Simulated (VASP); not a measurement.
# Ag (I4/mmm) in VASP: single point with PBE

Aim: the single point of Ag with PBE.

All numbers are computed with VASP 6.6.1; they aren't measurements. Logs are shortened: lines on timing, memory, paths and dates and some standing lists are left out, and cuts for length are marked.

**1. The cell of the first run**

Symmetry: I4/mmm, No. 139, tetragonal system. Conventional cell: a = 2.962 Å, b = 2.962 Å, c = 4.291 Å, α = 90.00°, β = 90.00°, γ = 90.00°. Ag (site symmetry 4/mmm) has 12 Ag at 2.96 to 3.00 Å within 3.9 Å.

**2. Single point, PBE (strain +0.025 along x and y, +0.050 along z)**

Input file INCAR:

```
SYSTEM = Ag
PREC     = Accurate       ! precision mode
ENCUT    = 520            ! plane-wave cutoff, eV
EDIFF    = 1E-7           ! SCF threshold, eV
ISMEAR   = 0              ! smearing method
SIGMA    = 0.15           ! smearing width, eV
LREAL    = .FALSE.        ! projectors in reciprocal space
LASPH    = .TRUE.         ! aspherical terms in the spheres
NELM     = 80             ! most SCF steps
ALGO     = Fast           ! electronic algorithm
ISIF     = 2              ! what is computed and relaxed
LWAVE    = .FALSE.        ! write WAVECAR
LCHARG   = .TRUE.         ! write CHGCAR
GGA      = PE             ! functional
LELF     = .TRUE.         ! ELF
LVHAR    = .TRUE.       
NBANDS   = 12             ! bands
```

Input file KPOINTS:

```
Automatic mesh
0
G
  20 20 20
  0 0 0
```

Input file POSCAR:

```
Ag
1.0
    0.0000000000      2.0941775000      2.1452550000
    2.0941775000      0.0000000000      2.1452550000
    2.0941775000      2.0941775000      0.0000000000
Ag
1
Direct
    0.0000000000      0.0000000000      0.0000000000
```

Potentials or basis: VASP PAW PBE potentials, release 64 (Ag).

On the command line:

```console
$ cat potpaw_PBE.64/Ag/POTCAR > POTCAR
$ mpirun -np 1 vasp_std > vasp.out
```

OUTCAR:

```text
SYSTEM = Ag
   PREC = Accurate
   ENCUT = 520
   EDIFF = 1E-7
   ISMEAR = 0
   LREAL = .FALSE.
   LASPH = .TRUE.
   NELM = 80
   ISIF = 2
   GGA = PE

 ion  position               nearest neighbor table
   1  0.000  0.000  0.000-

  LATTYP: Found a body centered tetragonal cell.
 ALAT       =     2.9616142225
 C/A-ratio  =     1.4487065761

  Lattice vectors:

 A1 = (  -2.0941775000,   0.0000000000,   2.1452550000)
 A2 = (   2.0941775000,   0.0000000000,   2.1452550000)
 A3 = (   0.0000000000,   2.0941775000,  -2.1452550000)

Analysis of symmetry for initial positions (statically):
=====================================================================
 Subroutine PRICEL returns:
 Original cell was already a primitive cell.

 Routine SETGRP: Setting up the symmetry group for a
 body centered tetragonal supercell.

 Subroutine GETGRP returns: Found 16 space group operations
 (whereof 16 operations were pure point group operations)
 out of a pool of 16 trial point group operations.

The static configuration has the point symmetry D_4h.

Analysis of symmetry for dynamics (positions and initial velocities):
=====================================================================
 Subroutine PRICEL returns:
 Original cell was already a primitive cell.

 Routine SETGRP: Setting up the symmetry group for a
 body centered tetragonal supercell.

 Subroutine GETGRP returns: Found 16 space group operations
 (whereof 16 operations were pure point group operations)
 out of a pool of 16 trial point group operations.

The dynamic configuration has the point symmetry D_4h.

 Subroutine INISYM returns: Found 16 space group operations
 (whereof 16 operations are pure point group operations),
 and found     1 'primitive' translations

----------------------------------------------------------------------------------------

                                     Primitive cell

  volume of cell :      18.8164

  direct lattice vectors                    reciprocal lattice vectors
     0.000000000  2.094177500  2.145255000    -0.238757221  0.238757221  0.233072525
     2.094177500  0.000000000  2.145255000     0.238757221 -0.238757221  0.233072525
     2.094177500  2.094177500  0.000000000     0.238757221  0.238757221 -0.233072525

  length of vectors
     2.997949035  2.997949035  2.961614223     0.410283832  0.410283832  0.410283832

  position of ions in fractional coordinates (direct lattice)
     0.000000000  0.000000000  0.000000000

  ion indices of the primitive-cell ions
   primitive index   ion index
                 1           1

----------------------------------------------------------------------------------------

 KPOINTS: Automatic mesh

Automatic generation of k-mesh.
 Grid dimensions read from file:
 generate k-points for:   20   20   20

 Generating k-lattice:

  Cartesian coordinates                     Fractional coordinates (reciprocal lattice)
    -0.011937861  0.011937861  0.011653626     0.050000000  0.000000000  0.000000000
     0.011937861 -0.011937861  0.011653626     0.000000000  0.050000000  0.000000000
     0.011937861  0.011937861 -0.011653626    -0.000000000 -0.000000000  0.050000000

  Length of vectors
     0.020514192  0.020514192  0.020514192

  Shift w.r.t. Gamma in fractional coordinates (k-lattice)
     0.000000000  0.000000000  0.000000000

 Subroutine IBZKPT returns following result:
 ===========================================

 Found    641 irreducible k-points:

 Following reciprocal coordinates:
            Coordinates               Weight
  0.000000  0.000000  0.000000      1.000000
  0.050000  0.000000  0.000000      8.000000
  0.100000  0.000000  0.000000      8.000000
  0.150000  0.000000  0.000000      8.000000
  0.200000  0.000000  0.000000      8.000000
  0.250000  0.000000  0.000000      8.000000
[... 16 lines left out ...]
 -0.400000  0.050000  0.000000      8.000000
 -0.350000  0.050000  0.000000      8.000000
 [... further k-points ...]
   k-points           NKPTS =    641   k-points in BZ     NKDIM =    641   number of bands    NBANDS=     12
   number of dos      NEDOS =    301   number of ions     NIONS =      1
   total plane-waves  NPLWV =  13824
   dimension x,y,z NGX =    24 NGY =   24 NGZ =   24
   dimension x,y,z NGXF=    48 NGYF=   48 NGZF=   48
   ions per type =               1
   NGX,Y,Z   is equivalent  to a cutoff of  13.31, 13.31, 13.47 a.u.
   NGXF,Y,Z  is equivalent  to a cutoff of  26.62, 26.62, 26.94 a.u.
 SYSTEM =  Ag
   PREC   = accura    normal or accurate (medium, high low for compatibility)
   ISTART =      0    job   : 0-new  1-cont  2-samecut
   ICHARG =      2    charge: 1-file 2-atom 10-const
   ISPIN  =      1    spin polarized calculation?
   LNONCOLLINEAR =      F non collinear calculations
   LSORBIT =      F    spin-orbit coupling
   LASPH  =      T    aspherical Exc in radial PAW
   ENCUT  =  520.0 eV  38.22 Ry    6.18 a.u.   5.57  5.57  5.51*2*pi/ulx,y,z
   NELM   =     80;   NELMIN=  2; NELMDL= -5     # of ELM steps
   EDIFF  = 0.1E-06   stopping-criterion for ELM
   LREAL  =      F    real-space projection
   EDIFFG = 0.1E-05   stopping-criterion for IOM
   NSW    =      0    number of steps for IOM
   IBRION =     -1    ionic relax: 0-MD 1-quasi-New 2-CG
   NFREE  =      0    steps in history (QN), initial steepest desc. (CG)
   ISIF   =      2    stress and relaxation
   ISYM   =      2    0-nonsym 1-usesym 2-fastsym
   POTIM  = 0.5000    time-step for ionic-motion
   TEBEG  =    0.0;   TEEND  =   0.0 temperature during run
   PSTRESS=    0.0 pullay stress
   NELECT =      11.0000    total number of electrons
   NUPDOWN=      -1.0000    fix difference up-down
   EMIN   =  10.00;   EMAX   =-10.00  energy-range for DOS
   EFERMI =   0.00;   METHOD = LEGACY
   ISMEAR =     0;   SIGMA  =   0.15  broadening in eV -4-tet -1-fermi 0-gaus
   EFERMI_NEDOS =   21; number of points for ismear=-14 and -15
   IALGO  =     68    algorithm
   IMIX   =      4    mixing-type and parameters
     AMIX     =   0.40;   BMIX     =  1.00
     AMIX_MAG =   1.60;   BMIX_MAG =  1.00
  volume/ion in A,a.u.               =      18.82       126.98
  Fermi-wavevector in a.u.,A,eV,Ry     =   1.368864  2.586779 25.494457  1.873790
  Thomas-Fermi vector in A             =   2.494791
   LORBIT       =      0    0 simple, 1 ext, 2 COOP (PROOUT), +10 PAW based schemes
   GGA     = PE    functional components
   LHFCALC =     F    Hartree Fock is set to
   AEXX    =    0.0000 exact exchange contribution
   IVDW    =     0    specifies the selected vdW correction
   LEPSILON=     F    determine dielectric tensor
   LRPA    =     F    only Hartree local field effects (RPA)
 non-spin polarized calculation
 RMM-DIIS sequential band-by-band and
 Gauss-broadening in eV      SIGMA  =   0.15
  energy-cutoff  :      520.00
  volume of cell :       18.82
 maximum number of plane-waves:       532
   NGX = 11   NGY = 11   NGZ = 11

 number of electron      11.0000002 magnetization

 Free energy of the ion-electron system (eV)
  ---------------------------------------------------
  ext. energy  EPLUGINS =         0.00000000
  ---------------------------------------------------
  free energy    TOTEN  =        -2.70693039 eV

  energy without entropy =       -2.70442456  energy(sigma->0) =       -2.70567748

 E-fermi :   7.1516     XC(G=0): -11.6312

 val. band max:        7.1397020088   @ k =  -0.1500   0.3500   0.2000
 cond. band min:       7.1571464708   @ k =   0.5000   0.1000   0.3000
 fundamental gap:      0.0174444620
 Fermi energy:         7.1515652863

 k-point     1 :       0.0000    0.0000    0.0000
  band No.  band energies     occupation
      1       0.0618      2.00000
      2       2.5723      2.00000
      3       2.7038      2.00000
      4       2.7038      2.00000
      5       3.4568      2.00000
      6       3.5910      2.00000
      7      22.9204      0.00000
      8      25.7645      0.00000
      9      25.9823      0.00000
     10      25.9823      0.00000
     11      30.4931      0.00000
     12      30.9901      0.00000

 k-point     2 :       0.0500    0.0000    0.0000
  band No.  band energies     occupation
      1       0.1343      2.00000
      2       2.5796      2.00000
      3       2.7005      2.00000
      4       2.7223      2.00000
      5       3.4514      2.00000
      6       3.5827      2.00000
      7      22.9108      0.00000
      8      25.1972      0.00000
      9      25.8527      0.00000
     10      25.9880      0.00000
     11      30.4237      0.00000
     12      30.9848      0.00000

 k-point     3 :       0.1000    0.0000    0.0000
  band No.  band energies     occupation
      1       0.3458      2.00000
      2       2.5804      2.00000
      3       2.7134      2.00000
      4       2.7725      2.00000
      5       3.4416      2.00000
      6       3.5631      2.00000
      7      22.6026      0.00000
      8      24.0421      0.00000
      9      25.8501      0.00000
     10      25.9943      0.00000
     11      29.7182      0.00000
     12      30.8293      0.00000

 k-point     4 :       0.1500    0.0000    0.0000
  band No.  band energies     occupation
      1       0.6723      2.00000
      2       2.5710      2.00000
      3       2.7558      2.00000
      4       2.8366      2.00000
      5       3.4479      2.00000
      6       3.5497      2.00000
      7      21.2461      0.00000
      8      23.6763      0.00000
      9      25.8200      0.00000
     10      25.9699      0.00000
     11      29.0690      0.00000
     12      30.2925      0.00000

 k-point     5 :       0.2000    0.0000    0.0000
  band No.  band energies     occupation
      1       1.0467      2.00000
      2       2.6356      2.00000
      3       2.7862      2.00000
      4       2.8838      2.00000
      5       3.5012      2.00000
      6       3.5718      2.00000
      7      19.4312      0.00000
      8      23.5735      0.00000
      9      25.6992      0.00000
     10      25.8705      0.00000
     11      28.7502      0.00000
     12      29.6815      0.00000
[... 228 lines left out ...]
      1       1.3566      2.00000
      2       2.5621      2.00000
      3       2.7364      2.00000
      4       4.0910      2.00000
      5       4.1698      2.00000
      6       7.0960      1.39977
      7      10.3384      0.00000
      8      21.8988      0.00000
      9      23.4672      0.00000
     10      23.9548      0.00000
     11      28.7510      0.00000
     12      29.1547      0.00000

 k-point    22 :      -0.4500    0.0500    0.0000
  band No.  band energies     occupation
      1       1.3615      2.00000
      2       2.5711      2.00000
      3       2.7352      2.00000
      4       4.1049      2.00000
      5       4.1292      2.00000
      6       6.9309      1.96249
      7      10.5461      0.00000
      8      21.8328      0.00000
      9      23.3849      0.00000
     10      24.2565      0.00000
     11      28.8396      0.00000
     12      29.0167      0.00000

 k-point    23 :      -0.4000    0.0500    0.0000
  band No.  band energies     occupation
      1       1.3928      2.00000
      2       2.6026      2.00000
      3       2.7576      2.00000
      4       4.0308      2.00000
      5       4.0324      2.00000
      6       6.0139      2.00000
      7      11.7719      0.00000
      8      21.8855      0.00000
      9      23.5053      0.00000
     10      24.7419      0.00000
     11      28.8994      0.00000
     12      28.9011      0.00000

 k-point    24 :      -0.3500    0.0500    0.0000
  band No.  band energies     occupation
      1       1.4402      2.00000
      2       2.6503      2.00000
      3       2.8000      2.00000
      4       3.8552      2.00000
      5       3.8934      2.00000
      6       5.0322      2.00000
      7      13.3556      0.00000
      8      22.0480      0.00000
      9      23.8007      0.00000
     10      25.3858      0.00000
     11      28.8123      0.00000
     12      28.8824      0.00000

 [... further k-points ...]

------------------------ aborting loop because EDIFF is reached ----------------------------------------

  FORCE on cell =-STRESS in cart. coord.  units (eV):
  Direction    XX          YY          ZZ          XY          YZ          ZX
  --------------------------------------------------------------------------------------
  -------------------------------------------------------------------------------------
  Total       -0.4686731     -0.4686731     -0.5568481      0.0000000     -0.0000000      0.0000000
  in kB      -39.9065996    -39.9065996    -47.4145302      0.0000000     -0.0000000      0.0000000
  external PRESSURE =     -42.4092431 kB  Pullay stress =       0.0000000 kB

 VOLUME and BASIS-vectors are now :
 -----------------------------------------------------------------------------
  energy-cutoff  :      520.00
  volume of cell :       18.82
      direct lattice vectors                 reciprocal lattice vectors
     0.000000000  2.094177500  2.145255000    -0.238757221  0.238757221  0.233072525
     2.094177500  0.000000000  2.145255000     0.238757221 -0.238757221  0.233072525
     2.094177500  2.094177500  0.000000000     0.238757221  0.238757221 -0.233072525

 POSITION                                       TOTAL-FORCE (eV/Angst)
 -----------------------------------------------------------------------------------
      0.00000      0.00000      0.00000         0.000000      0.000000      0.000000
 -----------------------------------------------------------------------------------
    total drift:                               -0.000000      0.000000      0.000000

  FREE ENERGIE OF THE ION-ELECTRON SYSTEM (eV)
  ---------------------------------------------------
  free  energy   TOTEN  =        -2.7069303890 eV

  energy  without entropy=       -2.7044245645  energy(sigma->0) =       -2.70567748
```

Wall time 2 min (1 thread of Intel Xeon 8259CL, shared host); peak memory 0.26 GiB.

Results:

```
Free energy            : -2.7069 eV
Pressure               : -4.2 GPa
Band gap on the k mesh : zero (an odd number of electrons rules out a gap without spin polarisation)
```

Caveat: the cell differs from its parent crystal (strain +0.025 along x and y, +0.050 along z); the cell stands under tension.
